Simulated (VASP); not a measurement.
A run of VASP 6.6.1 is set up as follows.

Contents of INCAR:

```
SYSTEM = AlN
PREC = Accurate
ENCUT = 520
EDIFF = 1E-6
ISMEAR = 0
SIGMA = 0.01
LREAL = .False.
LASPH = .True.
NELM = 60
ALGO = Normal
ISIF = 2
LWAVE = .False.
LCHARG = .True.
GGA = PS
LELF = .True.
LVHAR = .True.
NBANDS = 16
```

File KPOINTS:

```
regular mesh
0
Gamma
  6 6 4
  0 0 0
```

Contents of POSCAR:

```
AlN
1.0
    3.2247184391      0.0000000000      0.0000000000
   -1.6123592195      2.7926880883      0.0000000000
    0.0000000000      0.0000000000      4.0057282994
Al N
2 2
Direct
    0.3333333333      0.6666666667      0.7500000000
    0.6666666667      0.3333333333      0.2500000000
    0.3333333333      0.6666666667      0.2500000000
    0.6666666667      0.3333333333      0.7500000000
```

Potentials or basis: VASP PAW PBE potentials, release 64 (Al, N).

Launch:

```sh
$ cat potpaw_PBE.64/Al/POTCAR potpaw_PBE.64/N/POTCAR > POTCAR
$ mpirun -np 1 vasp_std > vasp.out
```

Q: Predict the pressure.

A: 20.0 GPa.

Q: Estimate the band gap on the k mesh.

A: 3.93 eV, direct.

Stress tensor (GPa, compression positive):
```
20.08  0.00  0.00
 0.00 20.08  0.00
 0.00  0.00 19.98
```

Caveat: the PAW data sets were made with another functional, which shifts forces and pressure a little. A k mesh can miss the band edges.
